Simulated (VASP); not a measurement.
# CsVCoN3 (P4/mmm) in VASP: single point with PBE

Aim: the single point of CsVCoN3 with PBE.

All numbers are computed with VASP 6.6.1; they aren't measurements. Logs are shortened: lines on timing, memory, paths and dates and some standing lists are left out, and cuts for length are marked.

## (1) The cell of the first run

It takes space group P4/mmm (No. 123, tetragonal). The conventional cell has a = 3.889 Å, b = 3.889 Å, c = 7.538 Å, α = 90.00°, β = 90.00°, γ = 90.00°. Within 3.6 Å of Cs (site symmetry 4/mmm) lie 4 N at 2.75 Å. V (site symmetry 4/mmm) has 4 N at 1.94 Å within 2.6 Å. Within 2.6 Å of Co (site symmetry 4/mmm) lie 4 N at 1.94 Å. Within 2.6 Å of N (site symmetry mmm) lie 2 V at 1.94 Å and 2 Co at 1.94 Å. N (site symmetry 4/mmm) has 4 Cs at 2.75 Å within 3.6 Å.

The cell was generated, and may not be a known phase.

## (2) Single point, PBE, collinear spin

Input file INCAR:

```
  PREC = Accurate
  ENCUT = 520
  EDIFF = 1E-6
  ISMEAR = 0
  SIGMA = 0.1
  LREAL = F
  LASPH = T
  NELM = 150
  ALGO = Normal
  ISIF = 2
  LWAVE = F
  LCHARG = T
  ISPIN = 2
  MAGMOM = 0.15 1.2 1.69 0 0 2.08
  LORBIT = 11
  LMAXMIX = 4
  GGA = PE
  LELF = T
  LVHAR = T
  NBANDS = 36
```

Input file KPOINTS:

```
regular mesh
0
Gamma
  8 8 4
```

Input file POSCAR:

```
CsVCoN3
1.0
    3.8890690188      0.0000000000      0.0000000000
    0.0000000000      3.8890690188      0.0000000000
    0.0000000000      0.0000000000      7.5381901914
Cs V Co N
1 1 1 3
Direct
    0.5000000000      0.5000000000      0.5000000000
    0.5000000000      0.5000000000      0.0000000000
    0.0000000000      0.0000000000      0.0000000000
    0.5000000000      0.0000000000      0.0000000000
    0.0000000000      0.5000000000      0.0000000000
    0.0000000000      0.0000000000      0.5000000000
```

Potentials or basis: VASP PAW PBE potentials, release 64 (Cs_sv, V_sv, Co, N).

Command:

```
$ cat potpaw_PBE.64/Cs_sv/POTCAR potpaw_PBE.64/V_sv/POTCAR potpaw_PBE.64/Co/POTCAR potpaw_PBE.64/N/POTCAR > POTCAR
$ mpirun -np 1 vasp_std > vasp.out
```

OUTCAR:

```text
PREC = Accurate
   ENCUT = 520
   EDIFF = 1E-6
   ISMEAR = 0
   LREAL = F
   LASPH = T
   NELM = 150
   ISIF = 2
   ISPIN = 2
   LORBIT = 11
   GGA = PE

 ion  position               nearest neighbor table
   1  0.500  0.500  0.500-
   2  0.500  0.500  0.000-   4 1.94   5 1.94   4 1.94   5 1.94   3 2.75   3 2.75   3 2.75   3 2.75

   3  0.000  0.000  0.000-   4 1.94   5 1.94   5 1.94   4 1.94   2 2.75   2 2.75   2 2.75   2 2.75

   4  0.500  0.000  0.000-   2 1.94   3 1.94   2 1.94   3 1.94
   5  0.000  0.500  0.000-   2 1.94   3 1.94   3 1.94   2 1.94
   6  0.000  0.000  0.500-

  LATTYP: Found a simple tetragonal cell.
 ALAT       =     3.8890690188
 C/A-ratio  =     1.9383019831

  Lattice vectors:

 A1 = (   3.8890690188,   0.0000000000,   0.0000000000)
 A2 = (   0.0000000000,   3.8890690188,   0.0000000000)
 A3 = (   0.0000000000,   0.0000000000,   7.5381901914)

Analysis of symmetry for initial positions (statically):
=====================================================================
 Subroutine PRICEL returns:
 Original cell was already a primitive cell.

 Routine SETGRP: Setting up the symmetry group for a
 simple tetragonal supercell.

 Subroutine GETGRP returns: Found 16 space group operations
 (whereof 16 operations were pure point group operations)
 out of a pool of 16 trial point group operations.

The static configuration has the point symmetry D_4h.

Analysis of symmetry for dynamics (positions and initial velocities):
=====================================================================
 Subroutine PRICEL returns:
 Original cell was already a primitive cell.

 Routine SETGRP: Setting up the symmetry group for a
 simple tetragonal supercell.

 Subroutine GETGRP returns: Found 16 space group operations
 (whereof 16 operations were pure point group operations)
 out of a pool of 16 trial point group operations.

The dynamic configuration has the point symmetry D_4h.

Analysis of structural, dynamic, and magnetic symmetry:
=====================================================================
 Subroutine PRICEL returns:
 Original cell was already a primitive cell.

 Routine SETGRP: Setting up the symmetry group for a
 simple tetragonal supercell.

 Subroutine GETGRP returns: Found 16 space group operations
 (whereof 16 operations were pure point group operations)
 out of a pool of 16 trial point group operations.

The overall configuration has the point symmetry D_4h.

 Subroutine INISYM returns: Found 16 space group operations
 (whereof 16 operations are pure point group operations),
 and found     1 'primitive' translations

----------------------------------------------------------------------------------------

                                     Primitive cell

  volume of cell :     114.0141

  direct lattice vectors                    reciprocal lattice vectors
     3.889069019  0.000000000  0.000000000     0.257130947  0.000000000  0.000000000
     0.000000000  3.889069019  0.000000000     0.000000000  0.257130947  0.000000000
     0.000000000  0.000000000  7.538190191     0.000000000  0.000000000  0.132657836

  length of vectors
     3.889069019  3.889069019  7.538190191     0.257130947  0.257130947  0.132657836

  position of ions in fractional coordinates (direct lattice)
     0.500000000  0.500000000  0.500000000
     0.500000000  0.500000000  0.000000000
     0.000000000  0.000000000  0.000000000
     0.500000000  0.000000000  0.000000000
     0.000000000  0.500000000  0.000000000
     0.000000000  0.000000000  0.500000000

  ion indices of the primitive-cell ions
   primitive index   ion index
                 1           1
                 2           2
                 3           3
                 4           4
                 5           5
                 6           6

----------------------------------------------------------------------------------------

 KPOINTS: regular mesh

Automatic generation of k-mesh.
 Grid dimensions read from file:
 generate k-points for:    8    8    4

 Generating k-lattice:

  Cartesian coordinates                     Fractional coordinates (reciprocal lattice)
     0.032141368  0.000000000  0.000000000     0.125000000  0.000000000  0.000000000
     0.000000000  0.032141368  0.000000000     0.000000000  0.125000000  0.000000000
     0.000000000  0.000000000  0.033164459     0.000000000  0.000000000  0.250000000

  Length of vectors
     0.032141368  0.032141368  0.033164459

  Shift w.r.t. Gamma in fractional coordinates (k-lattice)
     0.000000000  0.000000000  0.000000000

 Subroutine IBZKPT returns following result:
 ===========================================

 Found     45 irreducible k-points:

 Following reciprocal coordinates:
            Coordinates               Weight
  0.000000  0.000000  0.000000      1.000000
  0.125000  0.000000  0.000000      4.000000
  0.250000  0.000000  0.000000      4.000000
  0.375000  0.000000  0.000000      4.000000
  0.500000  0.000000  0.000000      2.000000
  0.125000  0.125000  0.000000      4.000000
[... 16 lines left out ...]
  0.375000  0.125000  0.250000     16.000000
  0.500000  0.125000  0.250000      8.000000
 [... further k-points ...]
   k-points           NKPTS =     45   k-points in BZ     NKDIM =     45   number of bands    NBANDS=     36
   number of dos      NEDOS =    301   number of ions     NIONS =      6
   total plane-waves  NPLWV =  50400
   dimension x,y,z NGX =    30 NGY =   30 NGZ =   56
   dimension x,y,z NGXF=    60 NGYF=   60 NGZF=  112
   ions per type =               1   1   1   3
   NGX,Y,Z   is equivalent  to a cutoff of  12.82, 12.82, 12.35 a.u.
   NGXF,Y,Z  is equivalent  to a cutoff of  25.65, 25.65, 24.70 a.u.
 SYSTEM =  unknown system
   PREC   = accura    normal or accurate (medium, high low for compatibility)
   ISTART =      0    job   : 0-new  1-cont  2-samecut
   ICHARG =      2    charge: 1-file 2-atom 10-const
   ISPIN  =      2    spin polarized calculation?
   LNONCOLLINEAR =      F non collinear calculations
   LSORBIT =      F    spin-orbit coupling
   LASPH  =      T    aspherical Exc in radial PAW
   ENCUT  =  520.0 eV  38.22 Ry    6.18 a.u.   7.23  7.23 14.02*2*pi/ulx,y,z
   NELM   =    150;   NELMIN=  2; NELMDL= -5     # of ELM steps
   EDIFF  = 0.1E-05   stopping-criterion for ELM
   LREAL  =      F    real-space projection
   EDIFFG = 0.1E-04   stopping-criterion for IOM
   NSW    =      0    number of steps for IOM
   IBRION =     -1    ionic relax: 0-MD 1-quasi-New 2-CG
   NFREE  =      0    steps in history (QN), initial steepest desc. (CG)
   ISIF   =      2    stress and relaxation
   ISYM   =      2    0-nonsym 1-usesym 2-fastsym
   POTIM  = 0.5000    time-step for ionic-motion
   TEBEG  =    0.0;   TEEND  =   0.0 temperature during run
   PSTRESS=    0.0 pullay stress
   NELECT =      46.0000    total number of electrons
   NUPDOWN=      -1.0000    fix difference up-down
   EMIN   =  10.00;   EMAX   =-10.00  energy-range for DOS
   EFERMI =   0.00;   METHOD = LEGACY
   ISMEAR =     0;   SIGMA  =   0.10  broadening in eV -4-tet -1-fermi 0-gaus
   EFERMI_NEDOS =   21; number of points for ismear=-14 and -15
   IALGO  =     38    algorithm
   IMIX   =      4    mixing-type and parameters
     AMIX     =   0.40;   BMIX     =  1.00
     AMIX_MAG =   1.60;   BMIX_MAG =  1.00
  volume/ion in A,a.u.               =      19.00       128.23
  Fermi-wavevector in a.u.,A,eV,Ry     =   1.209692  2.285986 19.910135  1.463354
  Thomas-Fermi vector in A             =   2.345261
   LORBIT       =     11    0 simple, 1 ext, 2 COOP (PROOUT), +10 PAW based schemes
   GGA     = PE    functional components
   LHFCALC =     F    Hartree Fock is set to
   AEXX    =    0.0000 exact exchange contribution
   IVDW    =     0    specifies the selected vdW correction
   LEPSILON=     F    determine dielectric tensor
   LRPA    =     F    only Hartree local field effects (RPA)
 spin polarized calculation
 Gauss-broadening in eV      SIGMA  =   0.10
  energy-cutoff  :      520.00
  volume of cell :      114.01
 maximum number of plane-waves:      3104
 NGX is ok and might be reduce to    30
   NGX = 15   NGY = 15   NGZ = 29

 number of electron      46.0000007 magnetization      -0.6836479

 number of electron      46.0000007 magnetization       0.6607944

 Free energy of the ion-electron system (eV)
  ---------------------------------------------------
  ext. energy  EPLUGINS =         0.00000000
  ---------------------------------------------------
  free energy    TOTEN  =       -37.49897200 eV

  energy without entropy =      -37.44577971  energy(sigma->0) =      -37.47237585

 E-fermi :   2.7607     XC(G=0):  -9.2344

 val. band max:        2.7604018053   @ k =   0.2500   0.2500   0.0000
 cond. band min:       2.7616215352   @ k =   0.3750   0.2500   0.0000
 fundamental gap:      0.0012197298
 Fermi energy:         2.7607178229

 spin component 1

 k-point     1 :       0.0000    0.0000    0.0000
  band No.  band energies     occupation
      1     -61.9591      1.00000
      2     -35.9443      1.00000
      3     -35.9443      1.00000
      4     -35.6031      1.00000
      5     -18.0900      1.00000
      6     -13.0803      1.00000
[... 27 lines left out ...]
     34       9.7230      0.00000
     35      10.5276      0.00000

 k-point     2 :       0.1250    0.0000    0.0000
  band No.  band energies     occupation
      1     -61.9590      1.00000
      2     -35.9476      1.00000
      3     -35.9442      1.00000
      4     -35.6029      1.00000
      5     -18.0626      1.00000
      6     -12.9700      1.00000
[... 27 lines left out ...]
     34       9.8974      0.00000
     35      10.1492      0.00000
[... 796 lines left out ...]
     34       9.3833      0.00000
     35      10.2409      0.00000

 k-point    24 :       0.5000    0.1250    0.2500
  band No.  band energies     occupation
      1     -61.9584      1.00000
      2     -35.9660      1.00000
      3     -35.9465      1.00000
      4     -35.6014      1.00000
      5     -17.8740      1.00000
      6     -11.9040      1.00000
[... 27 lines left out ...]
     34       9.4995      0.00000
     35      10.7874      0.00000

 [... further k-points ...]

 spin component 2

 k-point     1 :       0.0000    0.0000    0.0000
  band No.  band energies     occupation
      1     -62.3843      1.00000
      2     -36.3317      1.00000
      3     -36.3317      1.00000
      4     -36.0826      1.00000
      5     -18.1575      1.00000
      6     -12.9222      1.00000
[... 27 lines left out ...]
     34       9.8797      0.00000
     35      10.5132      0.00000

 k-point     2 :       0.1250    0.0000    0.0000
  band No.  band energies     occupation
      1     -62.3842      1.00000
      2     -36.3348      1.00000
      3     -36.3316      1.00000
      4     -36.0824      1.00000
      5     -18.1291      1.00000
      6     -12.8110      1.00000
[... 27 lines left out ...]
     34      10.0596      0.00000
     35      10.1745      0.00000
[... 796 lines left out ...]
     34       9.4137      0.00000
     35      10.0509      0.00000

 k-point    24 :       0.5000    0.1250    0.2500
  band No.  band energies     occupation
      1     -62.3836      1.00000
      2     -36.3521      1.00000
      3     -36.3337      1.00000
      4     -36.0811      1.00000
      5     -17.9327      1.00000
      6     -11.7367      1.00000
[... 27 lines left out ...]
     34       9.5248      0.00000
     35      10.5951      0.00000

 [... further k-points ...]

 [bands above 35 left out]

------------------------ aborting loop because EDIFF is reached ----------------------------------------

  FORCE on cell =-STRESS in cart. coord.  units (eV):
  Direction    XX          YY          ZZ          XY          YZ          ZX
  --------------------------------------------------------------------------------------
  -------------------------------------------------------------------------------------
  Total       -3.2621371     -3.2621371     -0.2873367      0.0000000      0.0000000      0.0000000
  in kB      -45.8410328    -45.8410328     -4.0377859      0.0000000      0.0000000      0.0000000
  external PRESSURE =     -31.9066171 kB  Pullay stress =       0.0000000 kB

 VOLUME and BASIS-vectors are now :
 -----------------------------------------------------------------------------
  energy-cutoff  :      520.00
  volume of cell :      114.01
      direct lattice vectors                 reciprocal lattice vectors
     3.889069019  0.000000000  0.000000000     0.257130947  0.000000000  0.000000000
     0.000000000  3.889069019  0.000000000     0.000000000  0.257130947  0.000000000
     0.000000000  0.000000000  7.538190191     0.000000000  0.000000000  0.132657836

 POSITION                                       TOTAL-FORCE (eV/Angst)
 -----------------------------------------------------------------------------------
      1.94453      1.94453      3.76910         0.000000      0.000000      0.000000
      1.94453      1.94453      0.00000         0.000000      0.000000      0.000000
      0.00000      0.00000      0.00000         0.000000      0.000000      0.000000
      1.94453      0.00000      0.00000         0.000000      0.000000      0.000000
      0.00000      1.94453      0.00000         0.000000      0.000000      0.000000
      0.00000      0.00000      3.76910         0.000000      0.000000      0.000000
 -----------------------------------------------------------------------------------
    total drift:                               -0.000000      0.000000      0.000000

  FREE ENERGIE OF THE ION-ELECTRON SYSTEM (eV)
  ---------------------------------------------------
  free  energy   TOTEN  =       -37.4989719964 eV

  energy  without entropy=      -37.4457797071  energy(sigma->0) =      -37.47237585

 total charge

# of ion       s       p       d       tot
------------------------------------------
    1        1.845   4.605   0.116   6.565
    2        2.251   6.287   3.052  11.590
    3        0.386   0.518   7.325   8.228
    4        1.259   2.429   0.000   3.688
    5        1.259   2.429   0.000   3.688
    6        1.338   2.078   0.000   3.416
--------------------------------------------------
tot          8.336  18.347  10.493  37.175

 magnetization (x)

# of ion       s       p       d       tot
------------------------------------------
    1       -0.005  -0.058  -0.006  -0.069
    2        0.015   0.003  -0.415  -0.397
    3        0.004   0.002   1.165   1.172
    4        0.005   0.100   0.000   0.105
    5        0.005   0.100   0.000   0.105
    6       -0.007  -0.221   0.000  -0.228
--------------------------------------------------
tot          0.017  -0.074   0.744   0.687
```

Wall time 61 min (1 thread of Intel Xeon 8259CL, shared host); peak memory 0.48 GiB.

What came out:

```yaml
Free_energy: -37.4990 eV
Pressure: -3.2 GPa
Net_moment: 0.66 μB per cell
Site_moments: Cs -0.07; V -0.40; Co +1.17; N +0.10, -0.23 (each value once) μB
Valence_electrons_inside_the_program's_atomic_spheres: Cs 6.57; V 11.59; Co 8.23; N 3.69, 3.42 (each value once)
```

Stress tensor (GPa, compression positive):
```
-4.58  0.00  0.00
 0.00 -4.58  0.00
 0.00  0.00 -0.40
```

Caveat: the cell stands under tension; spin-orbit coupling is left out, which moves the levels of the heavy elements; a cell with one magnetic atom can't hold antiferromagnetic order, which such compounds often take. With open d or f shells a metallic result of PBE can be an artefact of self-interaction; +U or a hybrid may open a gap.
